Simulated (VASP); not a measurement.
# KV2I3O13 (Ima2) in VASP: electric field gradients with PBE

Aim: the electric field gradients of KV2I3O13 with PBE.

All numbers are computed with VASP 6.6.1; they aren't measurements. Logs are shortened: lines on timing, memory, paths and dates and some standing lists are left out, and cuts for length are marked.

## Step 1: The cell of the first run

Symmetry: Ima2, No. 46, orthorhombic system. Conventional cell: a = 14.136 Å, b = 10.201 Å, c = 8.064 Å, α = 90.00°, β = 90.00°, γ = 90.00°. K (site symmetry m) has 10 O at 2.72 to 3.70 Å within 3.8 Å. Within 2.3 Å of V (site symmetry 1) lie 6 O at 1.63 to 2.21 Å. I (site symmetry m) has 3 O at 1.80 to 1.84 Å within 2.4 Å. I (site symmetry 1) has 3 O at 1.77 to 1.86 Å within 2.3 Å. Within 2.4 Å of O (site symmetry 1) lie 1 I at 1.84 Å and 1 V at 1.98 Å. O (site symmetry m) has 1 I at 1.80 Å within 2.4 Å. Within 2.4 Å of O (site symmetry 1) lie 1 I at 1.84 Å and 1 V at 2.21 Å. Within 2.5 Å of O (site symmetry 1) lie 1 I at 1.86 Å and 1 V at 1.95 Å.

## Step 2: Electric field gradients, PBE

File INCAR:

```
SYSTEM = KV2I3O13
PREC = Accurate
ENCUT = 520
EDIFF = 1E-8
ISMEAR = -1
SIGMA = 0.02
LREAL = Auto
LASPH = .TRUE.
NELM = 100
ALGO = Normal
ISIF = 2
LWAVE = .FALSE.
LCHARG = .FALSE.
GGA = PE
LEFG = .TRUE.
NBANDS = 159
```

File KPOINTS:

```
Automatic mesh
0
G
  4 4 4
  0 0 0
```

File POSCAR:

```
KV2I3O13
1.0
   -7.0680000000      5.1005000000      4.0319000000
    7.0680000000     -5.1005000000      4.0319000000
    7.0680000000      5.1005000000     -4.0319000000
K V I O
2 4 6 26
Direct
    0.3635000000      0.7237000000      0.1398000000
    0.5839000000      0.2237000000      0.8602000000
    0.9998000000      0.3876000000      0.3552000000
    0.0324000000      0.6446000000      0.6448000000
    0.9998000000      0.1446000000      0.1122000000
    0.0324000000      0.8876000000      0.8878000000
    0.9776400000      0.0098700000      0.4677700000
    0.5421000000      0.5098700000      0.5322300000
    0.4877000000      0.7518900000      0.7533900000
    0.9985000000      0.7343100000      0.2466100000
    0.4877000000      0.2343100000      0.2358100000
    0.9985000000      0.2518900000      0.7641900000
    0.9646000000      0.1928000000      0.4674000000
    0.7254000000      0.4972000000      0.5326000000
    0.9646000000      0.9972000000      0.2718000000
    0.7254000000      0.6928000000      0.7282000000
    0.7031000000      0.8042000000      0.3989000000
    0.4053000000      0.3042000000      0.6011000000
    0.3280000000      0.5743000000      0.5591000000
    0.0152000000      0.7689000000      0.4409000000
    0.3280000000      0.2689000000      0.2537000000
    0.0152000000      0.0743000000      0.7463000000
    0.3296000000      0.8154000000      0.7078000000
    0.1076000000      0.6218000000      0.2922000000
    0.3296000000      0.1218000000      0.0142000000
    0.1076000000      0.3154000000      0.9858000000
    0.4129000000      0.6087000000      0.8810000000
    0.7277000000      0.5319000000      0.1190000000
    0.4129000000      0.0319000000      0.3042000000
    0.7277000000      0.1087000000      0.6958000000
    0.7579000000      0.2448000000      0.2047000000
    0.0401000000      0.5532000000      0.7953000000
    0.7579000000      0.0532000000      0.0131000000
    0.0401000000      0.7448000000      0.9869000000
    0.1173000000      0.3515000000      0.2658000000
    0.0857000000      0.8515000000      0.7342000000
    0.9570000000      0.4570000000      0.5000000000
    0.9570000000      0.9570000000      0.0000000000
```

Potentials or basis: VASP PAW PBE potentials, release 64 (K_sv, V_sv, I, O).

Run with:

```
$ cat potpaw_PBE.64/K_sv/POTCAR potpaw_PBE.64/V_sv/POTCAR potpaw_PBE.64/I/POTCAR potpaw_PBE.64/O/POTCAR > POTCAR
$ mpirun -np 1 vasp_std > vasp.out
```

OUTCAR:

```text
SYSTEM = KV2I3O13
   PREC = Accurate
   ENCUT = 520
   EDIFF = 1E-8
   ISMEAR = -1
   LREAL = Auto
   LASPH = .TRUE.
   NELM = 100
   ISIF = 2
   GGA = PE

 ion  position               nearest neighbor table
   1  0.364  0.724  0.140-  17 2.72
   2  0.584  0.224  0.860-  18 2.72
   3  1.000  0.388  0.355-  31 1.63  35 1.88  37 1.89  24 1.95  13 1.98  19 2.21
   4  0.032  0.645  0.645-  32 1.63  36 1.88  37 1.89  23 1.95  14 1.98  20 2.21
   5  1.000  0.145  0.112-  33 1.63  35 1.88  38 1.89  26 1.95  15 1.98  21 2.21
   6  0.032  0.888  0.888-  34 1.63  36 1.88  38 1.89  25 1.95  16 1.98  22 2.21
   7  0.978  0.010  0.468-  17 1.80  15 1.84  13 1.84  20 2.61  22 2.61  18 2.74
   8  0.542  0.510  0.532-  18 1.80  14 1.84  16 1.84  19 2.61  21 2.61  17 2.74
   9  0.488  0.752  0.753-  27 1.77  19 1.84  23 1.86  33 2.68
  10  0.998  0.734  0.247-  28 1.77  20 1.84  24 1.86  34 2.68
  11  0.488  0.234  0.236-  29 1.77  21 1.84  25 1.86  31 2.68
  12  0.998  0.252  0.764-  30 1.77  22 1.84  26 1.86  32 2.68
  13  0.965  0.193  0.467-   7 1.84   3 1.98
  14  0.725  0.497  0.533-   8 1.84   4 1.98
  15  0.965  0.997  0.272-   7 1.84   5 1.98
  16  0.725  0.693  0.728-   8 1.84   6 1.98
  17  0.703  0.804  0.399-   7 1.80   1 2.72   8 2.74
[... 7 lines left out ...]
  25  0.330  0.122  0.014-  11 1.86   6 1.95
  26  0.108  0.315  0.986-  12 1.86   5 1.95
  27  0.413  0.609  0.881-   9 1.77
  28  0.728  0.532  0.119-  10 1.77
  29  0.413  0.032  0.304-  11 1.77
  30  0.728  0.109  0.696-  12 1.77
  31  0.758  0.245  0.205-   3 1.63  11 2.68
  32  0.040  0.553  0.795-   4 1.63  12 2.68
  33  0.758  0.053  0.013-   5 1.63   9 2.68
  34  0.040  0.745  0.987-   6 1.63  10 2.68
  35  0.117  0.352  0.266-   3 1.88   5 1.88
  36  0.086  0.852  0.734-   6 1.88   4 1.88
  37  0.957  0.457  0.500-   3 1.89   4 1.89
  38  0.957  0.957  0.000-   5 1.89   6 1.89

  LATTYP: Found a body centered orthorhombic cell.
 ALAT       =     8.0638000000
 B/A-ratio  =     1.2650363352
 C/A-ratio  =     1.7530196681

  Lattice vectors:

 A1 = (  -7.0680000000,   5.1005000000,  -4.0319000000)
 A2 = (  -7.0680000000,  -5.1005000000,   4.0319000000)
 A3 = (   7.0680000000,   5.1005000000,   4.0319000000)

Analysis of symmetry for initial positions (statically):
=====================================================================
 Subroutine PRICEL returns:
 Original cell was already a primitive cell.

 Routine SETGRP: Setting up the symmetry group for a
 body centered orthorhombic supercell.

 Subroutine GETGRP returns: Found  4 space group operations
 (whereof  2 operations were pure point group operations)
 out of a pool of  8 trial point group operations.

The static configuration has the point symmetry C_2 .
 The point group associated with its full space group is C_2v.

Analysis of symmetry for dynamics (positions and initial velocities):
=====================================================================
 Subroutine PRICEL returns:
 Original cell was already a primitive cell.

 Routine SETGRP: Setting up the symmetry group for a
 body centered orthorhombic supercell.

 Subroutine GETGRP returns: Found  4 space group operations
 (whereof  2 operations were pure point group operations)
 out of a pool of  8 trial point group operations.

The dynamic configuration has the point symmetry C_2 .
 The point group associated with its full space group is C_2v.

 Subroutine INISYM returns: Found  4 space group operations
 (whereof  2 operations are pure point group operations),
 and found     1 'primitive' translations

----------------------------------------------------------------------------------------

                                     Primitive cell

  volume of cell :     581.4054

  direct lattice vectors                    reciprocal lattice vectors
    -7.068000000  5.100500000  4.031900000     0.000000000  0.098029605  0.124011012
[... 155 lines left out ...]
   IBRION =     -1    ionic relax: 0-MD 1-quasi-New 2-CG
   NFREE  =      0    steps in history (QN), initial steepest desc. (CG)
   ISIF   =      2    stress and relaxation
   ISYM   =      2    0-nonsym 1-usesym 2-fastsym
   POTIM  = 0.5000    time-step for ionic-motion
   TEBEG  =    0.0;   TEEND  =   0.0 temperature during run
   PSTRESS=    0.0 pullay stress
   NELECT =     268.0000    total number of electrons
   NUPDOWN=      -1.0000    fix difference up-down
   EMIN   =  10.00;   EMAX   =-10.00  energy-range for DOS
   EFERMI =   0.00;   METHOD = LEGACY
   ISMEAR =    -1;   SIGMA  =   0.02  broadening in eV -4-tet -1-fermi 0-gaus
   EFERMI_NEDOS =   21; number of points for ismear=-14 and -15
   IALGO  =     38    algorithm
   IMIX   =      4    mixing-type and parameters
     AMIX     =   0.40;   BMIX     =  1.00
     AMIX_MAG =   1.60;   BMIX_MAG =  1.00
  volume/ion in A,a.u.               =      15.30       103.25
  Fermi-wavevector in a.u.,A,eV,Ry     =   1.264620  2.389785 21.759308  1.599264
  Thomas-Fermi vector in A             =   2.397916
   LORBIT       =      0    0 simple, 1 ext, 2 COOP (PROOUT), +10 PAW based schemes
   GGA     = PE    functional components
   LHFCALC =     F    Hartree Fock is set to
   AEXX    =    0.0000 exact exchange contribution
   IVDW    =     0    specifies the selected vdW correction
   LEPSILON=     F    determine dielectric tensor
   LRPA    =     F    only Hartree local field effects (RPA)
 non-spin polarized calculation
  energy-cutoff  :      520.00
  volume of cell :      581.41
 maximum number of plane-waves:     15678
   NGX = 35   NGY = 35   NGZ = 35

 number of electron     268.0000017 magnetization

 Free energy of the ion-electron system (eV)
  ---------------------------------------------------
  ext. energy  EPLUGINS =         0.00000000
  ---------------------------------------------------
  free energy    TOTEN  =      -221.02456475 eV

  energy without entropy =     -221.02456475  energy(sigma->0) =     -221.02456475

 E-fermi :   2.3966     XC(G=0):  -9.3086

 val. band max:        1.8592125661   @ k =   0.5000   0.5000   0.5000
 cond. band min:       3.5304393095   @ k =   0.5000   0.5000   0.5000
 fundamental gap:      1.6712267434
 Fermi energy:         2.3965868246

 k-point     1 :       0.0000    0.0000    0.0000
  band No.  band energies     occupation
      1     -62.6123      2.00000
      2     -62.6115      2.00000
      3     -62.6106      2.00000
      4     -62.6099      2.00000
      5     -36.5738      2.00000
      6     -36.5732      2.00000
[... 2671 lines left out ...]
    145       5.0551      0.00000
    146       5.1563      0.00000
 [bands above 146 left out]

------------------------ aborting loop because EDIFF is reached ----------------------------------------

  FORCE on cell =-STRESS in cart. coord.  units (eV):
  Direction    XX          YY          ZZ          XY          YZ          ZX
  --------------------------------------------------------------------------------------
  -------------------------------------------------------------------------------------
  Total        2.4017975     16.8455493     13.9272223      0.0000000      0.0000000      0.0000000
  in kB        6.6186274     46.4212384     38.3792120      0.0000000      0.0000000      0.0000000
  external PRESSURE =      30.4730259 kB  Pullay stress =       0.0000000 kB

 VOLUME and BASIS-vectors are now :
 -----------------------------------------------------------------------------
  energy-cutoff  :      520.00
  volume of cell :      581.41
      direct lattice vectors                 reciprocal lattice vectors
    -7.068000000  5.100500000  4.031900000     0.000000000  0.098029605  0.124011012
     7.068000000 -5.100500000  4.031900000     0.070741370  0.000000000  0.124011012
     7.068000000  5.100500000 -4.031900000     0.070741370  0.098029605  0.000000000

 POSITION                                       TOTAL-FORCE (eV/Angst)
 -----------------------------------------------------------------------------------
      3.53400     -1.12415      3.81982         0.000000     -0.018420     -0.049119
      3.53400      6.22465     -0.21208         0.000000      0.018420     -0.049119
     -1.81648      4.93422      4.16173         0.012499      0.123581     -0.007195
      8.88448      0.16628      0.12983        -0.012499     -0.123581     -0.007195
     -5.25152      4.93422      4.16173        -0.012499      0.123581     -0.007195
     12.31952      0.16628      0.12983         0.012499     -0.123581     -0.007195
[... 30 lines left out ...]
      0.00000      5.10050      3.68516         0.000000     -0.000000      0.511385
      0.00000      0.00000      7.71706         0.000000     -0.000000      0.511385
 -----------------------------------------------------------------------------------
    total drift:                               -0.000011     -0.000007      0.013112

  FREE ENERGIE OF THE ION-ELECTRON SYSTEM (eV)
  ---------------------------------------------------
  free  energy   TOTEN  =      -221.0245647504 eV

  energy  without entropy=     -221.0245647504  energy(sigma->0) =     -221.02456475

 Electric field gradients (V/A^2)
---------------------------------------------------------------------
 ion       V_xx      V_yy      V_zz      V_xy      V_xz      V_yz
---------------------------------------------------------------------
   1      -3.097   -10.622    13.719    -0.000    -0.000    -9.937
   2      -3.096   -10.622    13.719    -0.000    -0.000     9.936
   3     -28.058     2.774    25.284   -11.259    10.537   -43.956
   4     -28.058     2.774    25.283   -11.259   -10.538    43.955
   5     -28.058     2.774    25.284    11.258   -10.538   -43.956
   6     -28.058     2.774    25.283    11.258    10.537    43.955
[... 30 lines left out ...]
  37      25.784   -22.221    -3.563    -8.641    -0.002    -0.002
  38      25.784   -22.221    -3.563     8.636    -0.002    -0.002
---------------------------------------------------------------------

 Electric field gradients after diagonalization (V/A^2)
 (convention: |V_zz| > |V_xx| > |V_yy|)
----------------------------------------------------------------------
 ion       V_xx      V_yy      V_zz     asymmetry (V_yy - V_xx)/ V_zz
----------------------------------------------------------------------
   1     -14.164    -3.097    17.260       0.641
   2     -14.163    -3.096    17.260       0.641
   3     -33.416   -28.564    61.980       0.078
   4     -33.414   -28.565    61.980       0.078
   5     -33.414   -28.567    61.980       0.078
   6     -33.414   -28.565    61.979       0.078
[... 30 lines left out ...]
  37     -23.729    -3.563    27.292       0.739
  38     -23.728    -3.563    27.290       0.739
----------------------------------------------------------------------

           NMR quadrupolar parameters

 Cq : quadrupolar parameter    Cq=e*Q*V_zz/h
 eta: asymmetry parameters     (V_yy - V_xx)/ V_zz
 Q  : nuclear electric quadrupole moment in mb (millibarn)
----------------------------------------------------------------------
 ion       Cq(MHz)       eta       Q (mb)
----------------------------------------------------------------------
   1       0.042       0.641       1.000
   2       0.042       0.641       1.000
   3       0.150       0.078       1.000
   4       0.150       0.078       1.000
   5       0.150       0.078       1.000
   6       0.150       0.078       1.000
[... 30 lines left out ...]
  37       0.066       0.739       1.000
  38       0.066       0.739       1.000
----------------------------------------------------------------------
```

Wall time 72 min (1 thread of Intel Xeon 6975P-C (Granite Rapids), shared host); peak memory 1.4 GiB.

Results:

- Free energy: -221.0246 eV
- Pressure: 3.0 GPa
- Largest force: 1.628 eV/Å
- Band gap on the k mesh: 1.67 eV
- Largest electric field gradient by atom: K +17.3; V +62.0; I -536.8, -548.2 (each value once); O +132.0, +137.2, +129.0, +131.5, +126.5, +126.4, -25.2, -51.8, +27.3 (each value once) V/Å²

Forces in eV/Å, atoms in the order of the input:
```
K    0.000 -0.018 -0.049
K    0.000  0.018 -0.049
V    0.012  0.124 -0.007
V   -0.012 -0.124 -0.007
V   -0.012  0.124 -0.007
V    0.012 -0.124 -0.007
I    0.000  1.385 -0.389
I    0.000 -1.385 -0.389
I   -0.387  0.206  1.567
I    0.387 -0.206  1.567
I    0.387  0.206  1.567
I   -0.387 -0.206  1.567
O    0.667 -0.425  0.190
O   -0.667  0.425  0.190
O   -0.667 -0.425  0.190
O    0.667  0.425  0.190
O    0.000 -0.183 -0.318
O    0.000  0.183 -0.318
O   -0.276 -0.005 -0.015
O    0.276  0.005 -0.015
O    0.276 -0.005 -0.015
O   -0.276  0.005 -0.015
O    0.518 -0.631 -0.059
O   -0.518  0.631 -0.059
O   -0.518 -0.631 -0.059
O    0.518  0.631 -0.059
O    0.246  0.749 -1.191
O   -0.246 -0.749 -1.191
O   -0.246  0.749 -1.191
O    0.246 -0.749 -1.191
O    0.088 -0.261 -0.179
O   -0.088  0.261 -0.179
O   -0.088 -0.261 -0.179
O    0.088  0.261 -0.179
O    0.000 -0.095 -0.366
O    0.000  0.095 -0.366
O    0.000  0.000  0.511
O    0.000  0.000  0.511
```

Stress tensor (GPa, compression positive):
```
0.66 0.00 0.00
0.00 4.64 0.00
0.00 0.00 3.84
```

Electric field gradients, principal values (V/Å²):
| atom | least | middle | greatest (by size) |
| --- | --- | --- | --- |
| 1 K | -3.097 | -14.164 | 17.260 |
| 2 K | -3.096 | -14.163 | 17.260 |
| 3 V | -28.564 | -33.416 | 61.980 |
| 4 V | -28.565 | -33.414 | 61.980 |
| 5 V | -28.567 | -33.414 | 61.980 |
| 6 V | -28.565 | -33.414 | 61.979 |
| 7 I | 156.592 | 380.170 | -536.761 |
| 8 I | 156.591 | 380.170 | -536.761 |
| 9 I | 179.403 | 368.808 | -548.211 |
| 10 I | 179.402 | 368.808 | -548.210 |
| 11 I | 179.403 | 368.808 | -548.210 |
| 12 I | 179.403 | 368.808 | -548.211 |
| 13 O | -40.333 | -91.652 | 131.984 |
| 14 O | -40.335 | -91.649 | 131.984 |
| 15 O | -40.333 | -91.650 | 131.982 |
| 16 O | -40.332 | -91.649 | 131.981 |
| 17 O | -63.008 | -74.180 | 137.188 |
| 18 O | -63.009 | -74.180 | 137.189 |
| 19 O | -43.427 | -85.537 | 128.964 |
| 20 O | -43.427 | -85.538 | 128.965 |
| 21 O | -43.429 | -85.537 | 128.966 |
| 22 O | -43.428 | -85.538 | 128.965 |
| 23 O | -43.859 | -87.605 | 131.464 |
| 24 O | -43.858 | -87.606 | 131.464 |
| 25 O | -43.858 | -87.603 | 131.461 |
| 26 O | -43.858 | -87.602 | 131.461 |
| 27 O | -56.114 | -70.337 | 126.451 |
| 28 O | -56.112 | -70.337 | 126.449 |
| 29 O | -56.115 | -70.337 | 126.452 |
| 30 O | -56.115 | -70.336 | 126.451 |
| 31 O | 4.590 | 20.585 | -25.174 |
| 32 O | 4.588 | 20.584 | -25.172 |
| 33 O | 4.587 | 20.585 | -25.172 |
| 34 O | 4.590 | 20.581 | -25.170 |
| 35 O | 23.553 | 28.212 | -51.766 |
| 36 O | 23.553 | 28.212 | -51.765 |
| 37 O | -3.563 | -23.729 | 27.292 |
| 38 O | -3.563 | -23.728 | 27.290 |

Caveat: the cell stands under pressure; without QUAD_EFG the Cq values of the log hold for a quadrupole moment of 1 mb, not for the nuclei; spin-orbit coupling is left out, which moves the levels of the heavy elements; forces of over 1 eV/Å act on the atoms, so gaps and moduli don't describe the material at rest. A k mesh can miss the band edges.
